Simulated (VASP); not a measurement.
# CsH (Fm-3m) in VASP: further runs

CsH is run at these levels: r2SCAN; tasks: single point.

Program: VASP 6.6.1. These are calculated values, not measurements. Logs are shortened: lines on timing, memory, paths and dates and some standing lists are left out, and cuts for length are marked.

**1. The cell of the first run**

The structure is cubic, space group Fm-3m (No. 225). The conventional cell has a = 6.246 Å, b = 6.246 Å, c = 6.246 Å, α = 90.00°, β = 90.00°, γ = 90.00°. Within 4.1 Å of Cs (site symmetry m-3m) lie 6 H at 3.12 Å. H (site symmetry m-3m) has 6 Cs at 3.12 Å within 4.1 Å.

**2. Single point, r2SCAN**

Contents of POSCAR:

```
CsH
1.0
    0.0000000000      3.1229205100      3.1229205100
    3.1229205100      0.0000000000      3.1229205100
    3.1229205100      3.1229205100      0.0000000000
Cs H
1 1
Direct
    0.0000000000      0.0000000000      0.0000000000
    0.5000000000      0.5000000000      0.5000000000
```

Contents of INCAR.step1:

```
SYSTEM = CsH
PREC = Accurate
ENCUT = 520
ISMEAR = -1
SIGMA = 0.02
LREAL = .FALSE.
LASPH = .TRUE.
NELM = 60
NBANDS = 12
GGA = PE
ALGO = Normal
EDIFF = 1E-4
LWAVE = .TRUE.
LCHARG = .FALSE.
```

Contents of INCAR.step2:

```
SYSTEM = CsH
PREC = Accurate
ENCUT = 520
EDIFF = 1E-6
ISMEAR = -1
SIGMA = 0.02
LREAL = .FALSE.
LASPH = .TRUE.
NELM = 60
ALGO = Normal
ISIF = 2
LWAVE = .FALSE.
LCHARG = .FALSE.
METAGGA = R2SCAN
LMIXTAU = .TRUE.
NBANDS = 12
ISTART = 1
```

Contents of KPOINTS:

```
Automatic mesh
0
G
  8 8 8
  0 0 0
```

Potentials or basis: VASP PAW PBE potentials, release 64 (Cs_sv, H).

On the command line:

```console
cat potpaw_PBE.64/Cs_sv/POTCAR potpaw_PBE.64/H/POTCAR > POTCAR
cp INCAR.step1 INCAR
mpirun -np 1 vasp_std > vasp.out
cp INCAR.step2 INCAR
mpirun -np 1 vasp_std > vasp.out
```

OUTCAR:

```text
SYSTEM = CsH
   PREC = Accurate
   ENCUT = 520
   EDIFF = 1E-6
   ISMEAR = -1
   LREAL = .FALSE.
   LASPH = .TRUE.
   NELM = 60
   ISIF = 2
   METAGGA = R2SCAN
   ISTART = 1

 ion  position               nearest neighbor table
   1  0.000  0.000  0.000-
   2  0.500  0.500  0.500-

  LATTYP: Found a face centered cubic cell.
 ALAT       =     6.2458410200

  Lattice vectors:

 A1 = (   0.0000000000,   3.1229205100,   3.1229205100)
 A2 = (   3.1229205100,   0.0000000000,   3.1229205100)
 A3 = (   3.1229205100,   3.1229205100,   0.0000000000)

Analysis of symmetry for initial positions (statically):
=====================================================================
 Subroutine PRICEL returns:
 Original cell was already a primitive cell.

 Routine SETGRP: Setting up the symmetry group for a
 face centered cubic supercell.

 Subroutine GETGRP returns: Found 48 space group operations
 (whereof 48 operations were pure point group operations)
 out of a pool of 48 trial point group operations.

The static configuration has the point symmetry O_h .

Analysis of symmetry for dynamics (positions and initial velocities):
=====================================================================
 Subroutine PRICEL returns:
 Original cell was already a primitive cell.

 Routine SETGRP: Setting up the symmetry group for a
 face centered cubic supercell.

 Subroutine GETGRP returns: Found 48 space group operations
 (whereof 48 operations were pure point group operations)
 out of a pool of 48 trial point group operations.

The dynamic configuration has the point symmetry O_h .

 Subroutine INISYM returns: Found 48 space group operations
 (whereof 48 operations are pure point group operations),
 and found     1 'primitive' translations

----------------------------------------------------------------------------------------

                                     Primitive cell

  volume of cell :      60.9134

  direct lattice vectors                    reciprocal lattice vectors
     0.000000000  3.122920510  3.122920510    -0.160106541  0.160106541  0.160106541
     3.122920510  0.000000000  3.122920510     0.160106541 -0.160106541  0.160106541
     3.122920510  3.122920510  0.000000000     0.160106541  0.160106541 -0.160106541

  length of vectors
     4.416476539  4.416476539  4.416476539     0.277312663  0.277312663  0.277312663

  position of ions in fractional coordinates (direct lattice)
     0.000000000  0.000000000  0.000000000
     0.500000000  0.500000000  0.500000000

  ion indices of the primitive-cell ions
   primitive index   ion index
                 1           1
                 2           2

----------------------------------------------------------------------------------------

 KPOINTS: Automatic mesh

Automatic generation of k-mesh.
 Grid dimensions read from file:
 generate k-points for:    8    8    8

 Generating k-lattice:

  Cartesian coordinates                     Fractional coordinates (reciprocal lattice)
    -0.020013318  0.020013318  0.020013318     0.125000000  0.000000000  0.000000000
     0.020013318 -0.020013318  0.020013318     0.000000000  0.125000000  0.000000000
     0.020013318  0.020013318 -0.020013318     0.000000000  0.000000000  0.125000000

  Length of vectors
     0.034664083  0.034664083  0.034664083

  Shift w.r.t. Gamma in fractional coordinates (k-lattice)
     0.000000000  0.000000000  0.000000000

 Subroutine IBZKPT returns following result:
 ===========================================

 Found     29 irreducible k-points:

 Following reciprocal coordinates:
            Coordinates               Weight
  0.000000  0.000000  0.000000      1.000000
  0.125000  0.000000  0.000000      8.000000
  0.250000  0.000000  0.000000      8.000000
  0.375000  0.000000  0.000000      8.000000
  0.500000  0.000000  0.000000      4.000000
  0.125000  0.125000  0.000000      6.000000
[... 16 lines left out ...]
  0.500000  0.250000  0.125000     48.000000
 -0.375000  0.250000  0.125000     24.000000
 [... further k-points ...]
   k-points           NKPTS =     29   k-points in BZ     NKDIM =     29   number of bands    NBANDS=     12
   number of dos      NEDOS =    301   number of ions     NIONS =      2
   total plane-waves  NPLWV =  46656
   dimension x,y,z NGX =    36 NGY =   36 NGZ =   36
   dimension x,y,z NGXF=    72 NGYF=   72 NGZF=   72
   ions per type =               1   1
   NGX,Y,Z   is equivalent  to a cutoff of  13.55, 13.55, 13.55 a.u.
   NGXF,Y,Z  is equivalent  to a cutoff of  27.10, 27.10, 27.10 a.u.
 SYSTEM =  CsH
   PREC   = accura    normal or accurate (medium, high low for compatibility)
   ISTART =      1    job   : 0-new  1-cont  2-samecut
   ICHARG =      0    charge: 1-file 2-atom 10-const
   ISPIN  =      1    spin polarized calculation?
   LNONCOLLINEAR =      F non collinear calculations
   LSORBIT =      F    spin-orbit coupling
   LASPH  =      T    aspherical Exc in radial PAW
   ENCUT  =  520.0 eV  38.22 Ry    6.18 a.u.   8.21  8.21  8.21*2*pi/ulx,y,z
   NELM   =     60;   NELMIN=  2; NELMDL=  0     # of ELM steps
   EDIFF  = 0.1E-05   stopping-criterion for ELM
   LREAL  =      F    real-space projection
   EDIFFG = 0.1E-04   stopping-criterion for IOM
   NSW    =      0    number of steps for IOM
   IBRION =     -1    ionic relax: 0-MD 1-quasi-New 2-CG
   NFREE  =      0    steps in history (QN), initial steepest desc. (CG)
   ISIF   =      2    stress and relaxation
   ISYM   =      2    0-nonsym 1-usesym 2-fastsym
   POTIM  = 0.5000    time-step for ionic-motion
   TEBEG  =    0.0;   TEEND  =   0.0 temperature during run
   PSTRESS=    0.0 pullay stress
   NELECT =      10.0000    total number of electrons
   NUPDOWN=      -1.0000    fix difference up-down
   EMIN   =  10.00;   EMAX   =-10.00  energy-range for DOS
   EFERMI =   0.00;   METHOD = LEGACY
   ISMEAR =    -1;   SIGMA  =   0.02  broadening in eV -4-tet -1-fermi 0-gaus
   EFERMI_NEDOS =   21; number of points for ismear=-14 and -15
   IALGO  =     38    algorithm
   IMIX   =      4    mixing-type and parameters
     AMIX     =   0.40;   BMIX     =  1.00
     AMIX_MAG =   1.60;   BMIX_MAG =  1.00
  volume/ion in A,a.u.               =      30.46       205.53
  Fermi-wavevector in a.u.,A,eV,Ry     =   0.896404  1.693958 10.932833  0.803541
  Thomas-Fermi vector in A             =   2.018858
   LORBIT       =      0    0 simple, 1 ext, 2 COOP (PROOUT), +10 PAW based schemes
   METAGGA = R2SCAN    functional components
   LHFCALC =     F    Hartree Fock is set to
   AEXX    =    0.0000 exact exchange contribution
   IVDW    =     0    specifies the selected vdW correction
   LEPSILON=     F    determine dielectric tensor
   LRPA    =     F    only Hartree local field effects (RPA)
 non-spin polarized calculation
  energy-cutoff  :      520.00
  volume of cell :       60.91
 maximum number of plane-waves:      1676
 NGX is ok and might be reduce to    36
   NGX = 17   NGY = 17   NGZ = 17

 number of electron      10.0000000 magnetization

 Free energy of the ion-electron system (eV)
  ---------------------------------------------------
  ext. energy  EPLUGINS =         0.00000000
  ---------------------------------------------------
  free energy    TOTEN  =       -28.97892433 eV

  energy without entropy =      -28.97892433  energy(sigma->0) =      -28.97892433

 E-fermi :   0.6391     XC(G=0):  -7.8075

 val. band max:        0.1951591127   @ k =   0.5000   0.0000   0.0000
 cond. band min:       2.7806785769   @ k =   0.5000   0.0000   0.0000
 fundamental gap:      2.5855194642
 Fermi energy:         0.6391332866

 k-point     1 :       0.0000    0.0000    0.0000
  band No.  band energies     occupation
      1     -21.9131      2.00000
      2      -7.9283      2.00000
      3      -7.9283      2.00000
      4      -7.9283      2.00000
      5      -1.5844      2.00000
      6       5.8725      0.00000
      7       5.8725      0.00000
      8       5.8725      0.00000
      9       6.7603      0.00000
     10       7.8980      0.00000
     11       7.8980      0.00000
     12       9.5076      0.00000

 k-point     2 :       0.1250    0.0000    0.0000
  band No.  band energies     occupation
      1     -21.8981      2.00000
      2      -8.0978      2.00000
      3      -7.9446      2.00000
      4      -7.9446      2.00000
      5      -1.3278      2.00000
      6       5.3278      0.00000
      7       5.9984      0.00000
      8       5.9984      0.00000
      9       6.5502      0.00000
     10       7.5276      0.00000
     11       7.5276      0.00000
     12      10.2631      0.00000

 k-point     3 :       0.2500    0.0000    0.0000
  band No.  band energies     occupation
      1     -21.8615      2.00000
      2      -8.4689      2.00000
      3      -7.9834      2.00000
      4      -7.9834      2.00000
      5      -0.7255      2.00000
      6       4.1794      0.00000
      7       5.9337      0.00000
      8       5.9337      0.00000
      9       6.7309      0.00000
     10       7.5815      0.00000
     11       7.5815      0.00000
     12      11.9217      0.00000
[... 286 lines left out ...]
 k-point    23 :       0.5000    0.2500    0.1250
  band No.  band energies     occupation
      1     -21.8045      2.00000
      2      -8.7066      2.00000
      3      -8.2583      2.00000
      4      -8.0910      2.00000
      5      -0.3543      2.00000
      6       3.8619      0.00000
      7       4.8577      0.00000
      8       6.2343      0.00000
      9       7.6881      0.00000
     10       8.7557      0.00000
     11       9.8829      0.00000
     12      11.1139      0.00000

 k-point    24 :      -0.3750    0.2500    0.1250
  band No.  band energies     occupation
      1     -21.7921      2.00000
      2      -8.7768      2.00000
      3      -8.2884      2.00000
      4      -8.1202      2.00000
      5      -0.2636      2.00000
      6       3.6209      0.00000
      7       5.1475      0.00000
      8       6.1201      0.00000
      9       8.3363      0.00000
     10       8.5659      0.00000
     11      10.2724      0.00000
     12      10.4473      0.00000

 [... further k-points ...]

------------------------ aborting loop because EDIFF is reached ----------------------------------------

  FORCE on cell =-STRESS in cart. coord.  units (eV):
  Direction    XX          YY          ZZ          XY          YZ          ZX
  --------------------------------------------------------------------------------------
  -------------------------------------------------------------------------------------
  Total        0.2805172      0.2805172      0.2805172      0.0000000      0.0000000     -0.0000000
  in kB        7.3783174      7.3783174      7.3783174      0.0000000      0.0000000     -0.0000000
  external PRESSURE =       7.3783174 kB  Pullay stress =       0.0000000 kB

 VOLUME and BASIS-vectors are now :
 -----------------------------------------------------------------------------
  energy-cutoff  :      520.00
  volume of cell :       60.91
      direct lattice vectors                 reciprocal lattice vectors
     0.000000000  3.122920510  3.122920510    -0.160106541  0.160106541  0.160106541
     3.122920510  0.000000000  3.122920510     0.160106541 -0.160106541  0.160106541
     3.122920510  3.122920510  0.000000000     0.160106541  0.160106541 -0.160106541

 POSITION                                       TOTAL-FORCE (eV/Angst)
 -----------------------------------------------------------------------------------
      0.00000      0.00000      0.00000        -0.000000     -0.000000     -0.000000
      3.12292      3.12292      3.12292         0.000000      0.000000      0.000000
 -----------------------------------------------------------------------------------
    total drift:                               -0.000000      0.000000      0.000000

  FREE ENERGIE OF THE ION-ELECTRON SYSTEM (eV)
  ---------------------------------------------------
  free  energy   TOTEN  =       -28.9789243326 eV

  energy  without entropy=      -28.9789243326  energy(sigma->0) =      -28.97892433
```

Wall time 97 s (1 thread of Intel Xeon Platinum 8259CL at 2.50GHz (Skylake/Cascade Lake), shared host); peak memory 0.22 GiB.

What came out:

| Item | Value |
| --- | --- |
| Free energy | -28.9789 eV |
| Pressure | 0.7 GPa |
| Band gap on the k mesh | 2.59 eV, direct |

Caveat: the PAW data sets were made with another functional, which shifts forces and pressure a little; spin-orbit coupling is left out, which moves the levels of the heavy elements.

**3. Single point, r2SCAN**

This run uses another cell than the first one, of 31.10 Å³/atom, 1.021 times its volume.

Contents of POSCAR:

```
CsH
1.0
    0.0000000000      3.1449136400      3.1449136400
    3.1449136400      0.0000000000      3.1449136400
    3.1449136400      3.1449136400      0.0000000000
Cs H
1 1
Direct
    0.0000000000      0.0000000000      0.0000000000
    0.5000000000      0.5000000000      0.5000000000
```

Contents of INCAR.step1:

```
PREC = Accurate ; ENCUT = 520
ISMEAR = -1 ; SIGMA = 0.02
LREAL = False ; LASPH = True
NELM = 60 ; NBANDS = 12
GGA = PE ; ALGO = Normal
EDIFF = 1E-4 ; LWAVE = True
LCHARG = False
```

Contents of INCAR.step2:

```
PREC = Accurate ; ENCUT = 520
EDIFF = 1E-6 ; ISMEAR = -1
SIGMA = 0.02 ; LREAL = False
LASPH = True ; NELM = 60
ALGO = Normal ; ISIF = 2
LWAVE = False ; LCHARG = True
METAGGA = R2SCAN ; LMIXTAU = True
LELF = True ; LVHAR = True
NBANDS = 12 ; ISTART = 1
```

Contents of KPOINTS:

```
regular mesh
0
Gamma
  8 8 8
```

Potentials or basis: VASP PAW PBE potentials, release 64 (Cs_sv, H).

On the command line:

```console
cat potpaw_PBE.64/Cs_sv/POTCAR potpaw_PBE.64/H/POTCAR > POTCAR
cp INCAR.step1 INCAR
mpirun -np 1 vasp_std > vasp.out
cp INCAR.step2 INCAR
mpirun -np 1 vasp_std > vasp.out
```

It took 83 s on 1 thread of Intel Xeon Platinum 8259CL at 2.50GHz (Skylake/Cascade Lake), shared host; peak memory 0.22 GiB.

The run converged. Its results:

```
Free energy            : -28.9841 eV
Pressure               : 0.5 GPa
Band gap on the k mesh : 2.61 eV, direct
```

Levels at points of the mesh, in eV from the valence-band top:
```tsv
k point	band 2	band 3	band 4	band 5	band 6	band 7	band 8	band 9
(0.00, 0.00, 0.00)	-8.13	-8.13	-8.13	-1.73	5.68	5.68	5.68	6.49
(0.50, 0.00, 0.00)	-9.08	-8.24	-8.24	0.00	2.61	5.23	5.23	7.93
(0.50, 0.50, 0.00)	-8.93	-8.44	-8.44	-1.27	3.42	6.25	8.82	9.16
```

Caveat: the PAW data sets were made with another functional, which shifts forces and pressure a little; spin-orbit coupling is left out, which moves the levels of the heavy elements.
